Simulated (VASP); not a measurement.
Set up this calculation in VASP 6.6.1, as the native input.

| Item | Value |
| --- | --- |
| Task | relaxation of cell and atoms |
| Functional | PBE |
| Potentials or basis | VASP PAW PBE potentials, release 64 (Al, Ir) |
| Cutoff | 600 eV |
| k mesh | 6 × 6 × 8 |
| Occupations | gaussian, width 0.1 eV |
| Spin | no spin polarisation |
| Dipole correction | no |
| Further INCAR settings | ALGO = Fast; EDIFF = 1e-06; IBRION = 2; EDIFFG = -0.01; NSW = 100; ISIF = 3 |

The structure of Al4Ir lies in POSCAR:

```
Al4Ir
1.0
    7.6510897091      0.0000000000      0.0000000000
   -3.8255448545      6.6260380547      0.0000000000
    0.0000000000      0.0000000000      5.2634008771
Al Ir
8 2
Direct
    0.5000000000      0.5000000000      0.5000000000
    0.5000000000      0.0000000000      0.5000000000
    0.0000000000      0.5000000000      0.5000000000
    0.5000000000      0.5000000000      0.0000000000
    0.5000000000      0.0000000000      0.0000000000
    0.0000000000      0.5000000000      0.0000000000
    0.3333333333      0.6666666667      0.7500000000
    0.6666666667      0.3333333333      0.2500000000
    0.3333333333      0.6666666667      0.2500000000
    0.6666666667      0.3333333333      0.7500000000
```

The cell was generated, and may not be a known phase.

One way to write it, as run:

INCAR

```
PREC = Accurate
ENCUT = 600
EDIFF = 1E-6
ISMEAR = 0
SIGMA = 0.1
LREAL = F
LASPH = T
NELM = 80
ALGO = Fast
ISIF = 3
LWAVE = F
LCHARG = F
GGA = PE
IBRION = 2
NSW = 100
EDIFFG = -0.01
```

KPOINTS

```
regular mesh
0
Gamma
  6 6 8
```

Potentials or basis: VASP PAW PBE potentials, release 64 (Al, Ir).

Launch:

```console
$ cat potpaw_PBE.64/Al/POTCAR potpaw_PBE.64/Ir/POTCAR > POTCAR
$ mpirun -np 1 vasp_std > vasp.out
```

It gave:

```
Relaxed volume                        : 26.72 Å³/atom
Relaxed cell                          : a = 7.653 Å, b = 7.653 Å, c = 5.267 Å, α = 90.00°, β = 90.00°, γ = 120.00°
Space group after relaxing (to 0.1 Å) : P6_3/mmc (No. 194)
Energy gained by relaxing             : 0.0 meV/atom
Ionic steps                           : 3
Pressure after relaxing               : 0.0 GPa
Band gap on the k mesh                : zero (bands 21 and 22 overlap by 0.71 eV)
```

Caveat: spin-orbit coupling is left out, which moves the levels of the heavy elements.

Wall time 22 min on 1 thread of Intel Xeon 8259CL (shared host), peak memory 0.59 GiB.
